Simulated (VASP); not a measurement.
# HPbNO4 (P1) in VASP: notebook

HPbNO4 is run at these levels: PBE, PBE-based screened hybrid with 25 % exact exchange, PBE+D4; tasks: single point.

Program: VASP 6.6.1. These are calculated values, not measurements. Logs are shortened: lines on timing, memory, paths and dates and some standing lists are left out, and cuts for length are marked.

## 1. The cell of the first run

The typed cell holds 7 atoms: a = 3.857 Å, b = 4.338 Å, c = 5.984 Å, α = 81.87°, β = 83.26°, γ = 87.68°.

## 2. Single point, PBE

Contents of INCAR:

```
  PREC = Accurate
  ENCUT = 1000
  EDIFF = 1E-6
  ISMEAR = -1
  SIGMA = 0.05
  LREAL = F
  LASPH = T
  NELM = 120
  ALGO = Normal
  ISIF = 2
  LWAVE = F
  LCHARG = F
  GGA = PE
  NBANDS = 31
  GGA_COMPAT = F
```

Contents of KPOINTS:

```
regular mesh
0
Gamma
  3 3 2
```

Contents of POSCAR:

```
HPbNO4
1.0
    3.8570700000      0.0017800000     -0.0365800000
    0.1735300000      4.3343600000     -0.0164700000
    0.7580300000      0.8387300000      5.8766200000
H Pb N O
1 1 1 4
Direct
    0.5857110222      0.8779600992      0.1949582093
    0.6479274334      0.4454406685      0.9163848595
    0.7115290685      0.2413523793      0.4987569057
    0.1634380651      0.4830267104      0.7780435036
    0.6234131884      0.9737784024      0.5035221921
    0.5632136170      0.9244969541      0.0357145466
    0.7724779783      0.4196605369      0.3246898819
```

Potentials or basis: VASP PAW PBE potentials, release 64 (H_h, Pb_d, N_h, O_h).

Run with:

```console
> cat potpaw_PBE.64/H_h/POTCAR potpaw_PBE.64/Pb_d/POTCAR potpaw_PBE.64/N_h/POTCAR potpaw_PBE.64/O_h/POTCAR > POTCAR
> mpirun -np 1 vasp_std > vasp.out
```

OUTCAR:

```text
PREC = Accurate
   ENCUT = 1000
   EDIFF = 1E-6
   ISMEAR = -1
   LREAL = F
   LASPH = T
   NELM = 120
   ISIF = 2
   GGA = PE

 ion  position               nearest neighbor table
   1  0.586  0.878  0.195-   6 0.96
   2  0.648  0.445  0.916-   4 2.07   4 2.12   6 2.29   6 2.30   7 2.53   3 2.75
   3  0.712  0.241  0.499-   7 1.21   5 1.22   2 2.75
   4  0.163  0.483  0.778-   2 2.07   2 2.12
   5  0.623  0.974  0.504-   3 1.22
   6  0.563  0.924  0.036-   1 0.96   2 2.29   2 2.30
   7  0.772  0.420  0.325-   3 1.21   2 2.53

  LATTYP: Found a triclinic cell.
 ALAT       =     9.0022731292
 B/A-ratio  =     1.1034313029
 C/A-ratio  =     0.8320978899
 COS(alpha) =     0.0134657135
 COS(beta)  =     0.5861289562
 COS(gamma) =     0.8046043717

  Lattice vectors:

 A1 = (  -7.8876700000,  -4.3379200000,   0.0896300000)
 A2 = (  -7.1296400000,  -3.4991900000,   5.9662500000)
 A3 = (  -4.6151000000,  -0.8405100000,  -5.8400400000)

Analysis of symmetry for initial positions (statically):
=====================================================================
 Subroutine PRICEL returns:
 Original cell was already a primitive cell.

 Routine SETGRP: Setting up the symmetry group for a
 triclinic supercell.

 Subroutine GETGRP returns: Found  1 space group operations
 (whereof  1 operations were pure point group operations)
 out of a pool of  2 trial point group operations.

The static configuration has the point symmetry C_1 .

Analysis of symmetry for dynamics (positions and initial velocities):
=====================================================================
 Subroutine PRICEL returns:
 Original cell was already a primitive cell.

 Routine SETGRP: Setting up the symmetry group for a
 triclinic supercell.

 Subroutine GETGRP returns: Found  1 space group operations
 (whereof  1 operations were pure point group operations)
 out of a pool of  2 trial point group operations.

The dynamic configuration has the point symmetry C_1 .

 Subroutine INISYM returns: Found  1 space group operations
 (whereof  1 operations are pure point group operations),
 and found     1 'primitive' translations

----------------------------------------------------------------------------------------

                                     Primitive cell
[... 85 lines left out ...]
   NELM   =    120;   NELMIN=  2; NELMDL= -5     # of ELM steps
   EDIFF  = 0.1E-05   stopping-criterion for ELM
   LREAL  =      F    real-space projection
   EDIFFG = 0.1E-04   stopping-criterion for IOM
   NSW    =      0    number of steps for IOM
   IBRION =     -1    ionic relax: 0-MD 1-quasi-New 2-CG
   NFREE  =      0    steps in history (QN), initial steepest desc. (CG)
   ISIF   =      2    stress and relaxation
   ISYM   =      2    0-nonsym 1-usesym 2-fastsym
   POTIM  = 0.5000    time-step for ionic-motion
   TEBEG  =    0.0;   TEEND  =   0.0 temperature during run
   PSTRESS=    0.0 pullay stress
   NELECT =      44.0000    total number of electrons
   NUPDOWN=      -1.0000    fix difference up-down
   EMIN   =  10.00;   EMAX   =-10.00  energy-range for DOS
   EFERMI =   0.00;   METHOD = LEGACY
   ISMEAR =    -1;   SIGMA  =   0.05  broadening in eV -4-tet -1-fermi 0-gaus
   EFERMI_NEDOS =   21; number of points for ismear=-14 and -15
   IALGO  =     38    algorithm
   IMIX   =      4    mixing-type and parameters
     AMIX     =   0.40;   BMIX     =  1.00
     AMIX_MAG =   1.60;   BMIX_MAG =  1.00
  volume/ion in A,a.u.               =      14.06        94.87
  Fermi-wavevector in a.u.,A,eV,Ry     =   1.251827  2.365609 21.321279  1.567070
  Thomas-Fermi vector in A             =   2.385756
   LORBIT       =      0    0 simple, 1 ext, 2 COOP (PROOUT), +10 PAW based schemes
   GGA     = PE    functional components
   LHFCALC =     F    Hartree Fock is set to
   AEXX    =    0.0000 exact exchange contribution
   IVDW    =     0    specifies the selected vdW correction
   LEPSILON=     F    determine dielectric tensor
   LRPA    =     F    only Hartree local field effects (RPA)
 non-spin polarized calculation
  energy-cutoff  :     1000.00
  volume of cell :       98.41
 maximum number of plane-waves:      7077
   NGX = 19   NGY = 23   NGZ = 31

 number of electron      43.9999998 magnetization

 Free energy of the ion-electron system (eV)
  ---------------------------------------------------
  ext. energy  EPLUGINS =         0.00000000
  ---------------------------------------------------
  free energy    TOTEN  =       -38.81590482 eV

  energy without entropy =      -38.80883901  energy(sigma->0) =      -38.81237191

 E-fermi :   1.4520     XC(G=0):  -8.7741

 val. band max:        1.2891010150   @ k =  -0.3333   0.3333   0.0000
 cond. band min:       1.5295295667   @ k =   0.0000   0.0000   0.5000
 fundamental gap:      0.2404285518
 Fermi energy:         1.4520428156

 k-point     1 :       0.0000    0.0000    0.0000
  band No.  band energies     occupation
      1     -24.1410      2.00000
      2     -19.7570      2.00000
      3     -17.4479      2.00000
      4     -16.7558      2.00000
      5     -14.5748      2.00000
      6     -14.4829      2.00000
[... 329 lines left out ...]
     30      12.2585      0.00000
     31      12.7035      0.00000

------------------------ aborting loop because EDIFF is reached ----------------------------------------

  FORCE on cell =-STRESS in cart. coord.  units (eV):
  Direction    XX          YY          ZZ          XY          YZ          ZX
  --------------------------------------------------------------------------------------
  -------------------------------------------------------------------------------------
  Total        0.7930078      1.6870275      3.6008712      0.4846355     -0.9734692     -0.3064154
  in kB       12.9105104     27.4655368     58.6237394      7.8900749    -15.8485001     -4.9885747
  external PRESSURE =      32.9999288 kB  Pullay stress =       0.0000000 kB

 VOLUME and BASIS-vectors are now :
 -----------------------------------------------------------------------------
  energy-cutoff  :     1000.00
  volume of cell :       98.41
      direct lattice vectors                 reciprocal lattice vectors
     3.857070000  0.001780000 -0.036580000     0.258966393 -0.010489196 -0.031907234
     0.173530000  4.334360000 -0.016470000    -0.000418053  0.230606447 -0.032858965
     0.758030000  0.838730000  5.876620000     0.001610808  0.000581013  0.169875140

 POSITION                                       TOTAL-FORCE (eV/Angst)
 -----------------------------------------------------------------------------------
      2.55926      3.96996      1.10981         0.350175      0.229455      1.218615
      3.27105      2.70045      5.35421        -0.442580     -0.035537     -0.228011
      3.16437      1.46570      2.90100        -0.157716     -0.748413      2.049230
      1.30399      2.74647      4.55833         0.443306     -0.111391      0.009811
      2.95521      4.64413      2.92017        -0.168095     -0.504559     -0.032812
      2.35985      4.03806      0.17405        -0.326701     -0.091388     -1.066116
      3.29845      2.09266      1.87291         0.301610      1.261833     -1.950716
 -----------------------------------------------------------------------------------
    total drift:                               -0.000393     -0.001660     -0.000933

  FREE ENERGIE OF THE ION-ELECTRON SYSTEM (eV)
  ---------------------------------------------------
  free  energy   TOTEN  =       -38.8159048182 eV

  energy  without entropy=      -38.8088390081  energy(sigma->0) =      -38.81237191
```

OSZICAR:

```text
N       E                     dE             d eps       ncg     rms          rms(c)
DAV:   1     0.676526961995E+03    0.67653E+03   -0.30930E+04   620   0.240E+03
DAV:   2     0.969013764938E+02   -0.57963E+03   -0.54450E+03   668   0.554E+02
DAV:   3    -0.340558012308E+02   -0.13096E+03   -0.12657E+03   845   0.225E+02
DAV:   4    -0.430304098163E+02   -0.89746E+01   -0.88408E+01   834   0.606E+01
DAV:   5    -0.433028700363E+02   -0.27246E+00   -0.27208E+00   823   0.105E+01    0.136E+01
DAV:   6    -0.391493278034E+02    0.41535E+01   -0.16467E+01  1009   0.370E+01    0.683E+00
DAV:   7    -0.389381765496E+02    0.21115E+00   -0.42995E+00   809   0.119E+01    0.361E+00
DAV:   8    -0.388387354782E+02    0.99441E-01   -0.86793E-01   920   0.557E+00    0.225E+00
DAV:   9    -0.388133931608E+02    0.25342E-01   -0.14149E-01   848   0.291E+00    0.479E-01
DAV:  10    -0.388150582002E+02   -0.16650E-02   -0.21448E-02   890   0.101E+00    0.176E-01
DAV:  11    -0.388154722317E+02   -0.41403E-03   -0.22795E-03   800   0.295E-01    0.106E-01
DAV:  12    -0.388158526263E+02   -0.38039E-03   -0.69613E-04   739   0.181E-01    0.271E-02
DAV:  13    -0.388158940088E+02   -0.41382E-04   -0.95129E-05   888   0.673E-02    0.138E-02
DAV:  14    -0.388159021703E+02   -0.81615E-05   -0.16336E-05   769   0.294E-02    0.580E-03
DAV:  15    -0.388159045415E+02   -0.23712E-05   -0.44043E-06   753   0.156E-02    0.221E-03
DAV:  16    -0.388159048182E+02   -0.27677E-06   -0.49245E-07   513   0.518E-03
   1 F= -.38815905E+02 E0= -.38812372E+02  d E =-.706581E-02
```

It took 1.8 min on 1 thread of Intel Xeon Platinum 8259CL at 2.50GHz (Skylake/Cascade Lake), shared host; peak memory 0.4 GiB.

Results:

| Item | Value |
| --- | --- |
| Free energy | -38.8159 eV |
| Pressure | 3.3 GPa |
| Largest force | 2.343 eV/Å |
| Band gap on the k mesh | 0.24 eV (least direct gap 0.49 eV) |

Forces on the atoms (eV/Å):
```
H    0.350  0.229  1.219
Pb  -0.443 -0.036 -0.228
N   -0.158 -0.748  2.049
O    0.443 -0.111  0.010
O   -0.168 -0.505 -0.033
O   -0.327 -0.091 -1.066
O    0.302  1.262 -1.951
```

Caveat: the k points lie up to 0.55 Å⁻¹ apart; spin-orbit coupling is left out, which moves the levels of the heavy elements; forces of over 1 eV/Å act on the atoms, so gaps and moduli don't describe the material at rest.

## 3. Single point, PBE-based screened hybrid with 25 % exact exchange

Contents of POSCAR:

```
HPbNO4
1.0
    3.8570700000      0.0017800000     -0.0365800000
    0.1735300000      4.3343600000     -0.0164700000
    0.7580300000      0.8387300000      5.8766200000
H Pb N O
1 1 1 4
Direct
    0.6151100000      0.8955900000      0.1984400000
    0.6459700000      0.4465100000      0.9168500000
    0.7147400000      0.2381000000      0.5005800000
    0.1695800000      0.4700700000      0.7776800000
    0.6291900000      0.9704500000      0.4984500000
    0.5642400000      0.9258300000      0.0384900000
    0.7802200000      0.4225000000      0.3195100000
```

Contents of INCAR.step1:

```
  PREC = Accurate
  ENCUT = 520
  EDIFF = 1E-5
  ISMEAR = -1
  SIGMA = 0.05
  LREAL = F
  LASPH = T
  NELM = 100
  ALGO = Normal
  ISIF = 2
  LWAVE = T
  LCHARG = F
  NBANDS = 31
  GGA = PE
```

Contents of INCAR.step2:

```
  PREC = Accurate
  ENCUT = 520
  EDIFF = 1E-6
  ISMEAR = -1
  SIGMA = 0.05
  LREAL = F
  LASPH = T
  NELM = 100
  ALGO = Normal
  ISIF = 2
  LWAVE = F
  LCHARG = F
  GGA = PE
  LHFCALC = T
  AEXX = 0.25
  HFSCREEN = 0.3
  PRECFOCK = Fast
  NBANDS = 31
  ISTART = 1
```

KPOINTS is that of step 2.

Potentials or basis: VASP PAW PBE potentials, release 64 (H, Pb_d, N, O).

Run with:

```console
> cat potpaw_PBE.64/H/POTCAR potpaw_PBE.64/Pb_d/POTCAR potpaw_PBE.64/N/POTCAR potpaw_PBE.64/O/POTCAR > POTCAR
> cp INCAR.step1 INCAR
> mpirun -np 1 vasp_std > vasp.out
> cp INCAR.step2 INCAR
> mpirun -np 1 vasp_std > vasp.out
```

OUTCAR:

```text
PREC = Accurate
   ENCUT = 520
   EDIFF = 1E-6
   ISMEAR = -1
   LREAL = F
   LASPH = T
   NELM = 100
   ISIF = 2
   GGA = PE
   LHFCALC = T
   AEXX = 0.25
   HFSCREEN = 0.3
   PRECFOCK = Fast
   ISTART = 1

 ion  position               nearest neighbor table
   1  0.615  0.896  0.198-   6 0.99
   2  0.646  0.447  0.917-   4 2.09   4 2.10   6 2.30   6 2.30   7 2.51   3 2.75
   3  0.715  0.238  0.501-   5 1.22   7 1.26   2 2.75
   4  0.170  0.470  0.778-   2 2.09   2 2.10
   5  0.629  0.970  0.498-   3 1.22
   6  0.564  0.926  0.038-   1 0.99   2 2.30   2 2.30
   7  0.780  0.422  0.320-   3 1.26   2 2.51

  LATTYP: Found a triclinic cell.
 ALAT       =     9.0022731292
 B/A-ratio  =     1.1034313029
 C/A-ratio  =     0.8320978899
 COS(alpha) =     0.0134657135
 COS(beta)  =     0.5861289562
 COS(gamma) =     0.8046043717

  Lattice vectors:

 A1 = (  -7.8876700000,  -4.3379200000,   0.0896300000)
[... 178 lines left out ...]
  energy without entropy =      -47.80972240  energy(sigma->0) =      -47.80997173

 E-fermi :   0.3019     XC(G=0):  -7.4119

 val. band max:       -0.0366237221   @ k =  -0.3333   0.3333   0.0000
 cond. band min:       0.5542990076   @ k =   0.0000   0.0000   0.5000
 fundamental gap:      0.5909227297
 Fermi energy:         0.3018682233

 k-point     1 :       0.0000    0.0000    0.0000
  band No.  band energies     occupation
      1     -26.7235      2.00000
      2     -22.0722      2.00000
      3     -20.3229      2.00000
      4     -19.8229      2.00000
      5     -17.2749      2.00000
      6     -17.1797      2.00000
[... 329 lines left out ...]
     30      12.3835      0.00000
     31      12.6561      0.00000

------------------------ aborting loop because EDIFF is reached ----------------------------------------

  FORCE on cell =-STRESS in cart. coord.  units (eV):
  Direction    XX          YY          ZZ          XY          YZ          ZX
  --------------------------------------------------------------------------------------
  -------------------------------------------------------------------------------------
  Total       -2.9381270     -3.3972842     -3.1112723     -0.3904263      0.3212166     -0.1642369
  in kB      -47.8339782    -55.3092559    -50.6528586     -6.3563089      5.2295459     -2.6738483
  external PRESSURE =     -51.2653642 kB  Pullay stress =       0.0000000 kB

 VOLUME and BASIS-vectors are now :
 -----------------------------------------------------------------------------
  energy-cutoff  :      520.00
  volume of cell :       98.41
      direct lattice vectors                 reciprocal lattice vectors
     3.857070000  0.001780000 -0.036580000     0.258966393 -0.010489196 -0.031907234
     0.173530000  4.334360000 -0.016470000    -0.000418053  0.230606447 -0.032858965
     0.758030000  0.838730000  5.876620000     0.001610808  0.000581013  0.169875140

 POSITION                                       TOTAL-FORCE (eV/Angst)
 -----------------------------------------------------------------------------------
      2.67836      4.04934      1.12891        -0.160568     -0.027360     -0.329569
      3.26403      2.70547      5.35700         0.028082     -0.045865     -0.263567
      3.17757      1.45313      2.91165        -0.084904     -0.037280     -0.001421
      1.32516      2.69002      4.55618        -0.045187      0.026495      0.658692
      2.97307      4.62546      2.89020         0.195097      0.585635     -0.221894
      2.36615      4.04617      0.19030         0.285774      0.011756      0.122213
      3.32488      2.10064      1.84214        -0.218294     -0.513381      0.035545
 -----------------------------------------------------------------------------------
    total drift:                                0.001885      0.000768      0.006800

  FREE ENERGIE OF THE ION-ELECTRON SYSTEM (eV)
  ---------------------------------------------------
  free  energy   TOTEN  =       -47.8102210596 eV

  energy  without entropy=      -47.8097224035  energy(sigma->0) =      -47.80997173
```

It took 7.1 min on 1 thread of Intel Xeon Platinum 8375C at 2.90GHz (Ice Lake), shared host; peak memory 0.34 GiB.

What came out:

* Free energy: -47.8102 eV
* Pressure: -5.1 GPa
* Largest force: 0.661 eV/Å
* Band gap on the k mesh: 0.59 eV (least direct gap 0.70 eV)

Forces in eV/Å, atoms in the order of the input:
```
H   -0.161 -0.027 -0.330
Pb   0.028 -0.046 -0.264
N   -0.085 -0.037 -0.001
O   -0.045  0.026  0.659
O    0.195  0.586 -0.222
O    0.286  0.012  0.122
O   -0.218 -0.513  0.036
```

Stress tensor (GPa, compression positive):
```
-4.78 -0.64 -0.27
-0.64 -5.53  0.52
-0.27  0.52 -5.07
```

Levels at points of the mesh, in eV from the valence-band top:
| k point | band 18 | band 19 | band 20 | band 21 | band 22 | band 23 | band 24 | band 25 | band 26 | band 27 |
| --- | --- | --- | --- | --- | --- | --- | --- | --- | --- | --- |
| (0.00, 0.00, 0.00) | -2.16 | -1.84 | -1.58 | -1.34 | -0.72 | 1.75 | 4.44 | 6.33 | 8.24 | 10.19 |
| (0.00, 0.00, 0.50) | -2.23 | -1.99 | -1.59 | -1.41 | -0.10 | 0.59 | 4.55 | 6.81 | 9.24 | 9.79 |

Caveat: the k points lie up to 0.55 Å⁻¹ apart; the standard files for N, O and F lose accuracy on very short bonds; the PAW data sets were made with another functional, which shifts forces and pressure a little; spin-orbit coupling is left out, which moves the levels of the heavy elements.

## 4. Single point, PBE

Contents of INCAR:

```
PREC = Accurate
ENCUT = 1000
EDIFF = 1E-6
ISMEAR = -1
SIGMA = 0.05
LREAL = False
LASPH = True
NELM = 120
ALGO = Normal
ISIF = 2
LWAVE = False
LCHARG = True
GGA = PE
LELF = True
LVHAR = True
NBANDS = 31
GGA_COMPAT = False
```

Contents of KPOINTS:

```
Automatic mesh
0
Gamma
  3 3 2
```

Contents of POSCAR:

```
HPbNO4
1.0
    3.8570700000      0.0017800000     -0.0365800000
    0.1735300000      4.3343600000     -0.0164700000
    0.7580300000      0.8387300000      5.8766200000
H Pb N O
1 1 1 4
Direct
    0.6015057618      0.8821800907      0.2034542963
    0.6469638119      0.4459745682      0.9166264175
    0.7134173728      0.2403703014      0.4986976708
    0.1662993127      0.4766057365      0.7778392895
    0.6263714699      0.9723705942      0.5010275655
    0.5636618460      0.9253945711      0.0366094794
    0.7760412134      0.4202705871      0.3228805749
```

Potentials or basis: VASP PAW PBE potentials, release 64 (H_h, Pb_d, N_h, O_h).

Run with:

```console
> cat potpaw_PBE.64/H_h/POTCAR potpaw_PBE.64/Pb_d/POTCAR potpaw_PBE.64/N_h/POTCAR potpaw_PBE.64/O_h/POTCAR > POTCAR
> mpirun -np 1 vasp_std > vasp.out
```

Run time: 60 s. Hardware: 1 thread of AMD EPYC 9R45 (Zen 5), shared host; peak memory 0.37 GiB.

It converged, with:

```yaml
Free_energy: -38.8611 eV
Pressure: 1.3 GPa
Largest_force: 1.599 eV/Å
Band_gap_on_the_k_mesh: 0.28 eV (least direct gap 0.47 eV)
```

Forces on the atoms (eV/Å):
```
H   -0.221  0.277 -0.994
Pb  -0.229 -0.016 -0.187
N   -0.119 -0.498  1.425
O    0.223 -0.062  0.015
O   -0.109 -0.368 -0.041
O    0.233 -0.189  1.115
O    0.223  0.855 -1.333
```

Stress tensor (GPa, compression positive):
```
 0.81  0.55 -0.93
 0.55  1.70 -1.05
-0.93 -1.05  1.24
```

Levels at points of the mesh, in eV from the valence-band top:
```tsv
k point	band 19	band 20	band 21	band 22	band 23	band 24	band 25	band 26
(0.00, 0.00, 0.00)	-1.70	-1.10	-0.94	-0.59	1.23	3.00	5.21	6.94
(0.00, 0.00, 0.50)	-1.93	-1.12	-0.96	-0.19	0.28	3.09	5.68	7.81
```

Caveat: the k points lie up to 0.55 Å⁻¹ apart; spin-orbit coupling is left out, which moves the levels of the heavy elements; forces of over 1 eV/Å act on the atoms, so gaps and moduli don't describe the material at rest. A k mesh can miss the band edges.

(Part 1 of 2 ends here.)
